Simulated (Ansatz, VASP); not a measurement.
# ScGa2AsP2 in VASP and in Ansatz

INCAR

```
  PREC = Accurate
  ENCUT = 520
  EDIFF = 1E-6
  ISMEAR = 0
  SIGMA = 0.1
  LREAL = F
  LASPH = T
  NELM = 80
  ALGO = Normal
  ISIF = 2
  LWAVE = F
  LCHARG = T
  GGA = PE
  LELF = T
  LVHAR = T
  NBANDS = 35
```

KPOINTS

```
regular mesh
0
Gamma
  6 6 2
```

File POSCAR:

```
ScGa2AsP2
1.0
    4.1887407000      0.0000000000      0.0000000000
   -2.0943703500      3.6275558600      0.0000000000
    0.0000000000      0.0000000000      8.3430498300
Sc Ga P As
1 2 2 1
Direct
    0.0000000000      0.0000000000      0.5000000000
    0.0000000000      0.0000000000      0.2414823400
    0.0000000000      0.0000000000      0.7585176600
    0.3333333300      0.6666666700      0.5000000000
    0.6666666700      0.3333333300      0.5000000000
    0.0000000000      0.0000000000      0.0000000000
```

Input for Ansatz:

```yaml
crystal:
  lattice:
    - [4.1887407, 0.0, 0.0]
    - [-2.09437035, 3.62755586, 0.0]
    - [0.0, 0.0, 8.34304983]
  atoms:
    - { symbol: Sc, position: [0.0, 0.0, 0.5] }
    - { symbol: Ga, position: [0.0, 0.0, 0.24148234] }
    - { symbol: Ga, position: [0.0, 0.0, 0.75851766] }
    - { symbol: P, position: [0.33333333, 0.66666667, 0.5] }
    - { symbol: P, position: [0.66666667, 0.33333333, 0.5] }
    - { symbol: As, position: [0.0, 0.0, 0.0] }
basis:
  ecutwfc: 420
kpoints:
  mp_grid: { grid: [6, 6, 2] }
hamiltonian:
  xc: pbe
scf:
  occupations: { method: gaussian, width: 0.1 }
  lower_state_search: "off"
output:
  forces: true
  stress: true
  eigenvalues: true
```

Alike in both runs: task single point; functional PBE; k mesh 6 × 6 × 2; occupations gaussian, width 0.1 eV; no spin polarisation.

|  | VASP | Ansatz |
| --- | --- | --- |
| version | VASP 6.6.1 | Ansatz 0.2.0 |
| potentials or method | VASP PAW PBE potentials, release 64 (Sc_sv, Ga_d, P, As), cutoff 520 eV | scalar-relativistic, plane waves, PAW |
| valence electrons in the cell | 52 | 62 |

|  | VASP | Ansatz | Ansatz less VASP |
| --- | --- | --- | --- |
| gap on the k mesh at the Fermi level (eV) | none | none | - |
| rms of the force components (eV/Å) | 0.116 | 0.090 | -0.0262 |

Atom by atom the forces differ by 0.026 eV/Å (rms over components). A gap of «none» marks a metal or a gap that the smearing closes. The functional is the same, so the differences come from potentials, cutoffs and numerics. VASP's potentials hold 52 valence electrons a cell and Ansatz's 62, so a difference there can come from the potentials and not from the codes.

The k mesh is coarse, so the values compare programs but aren't converged.
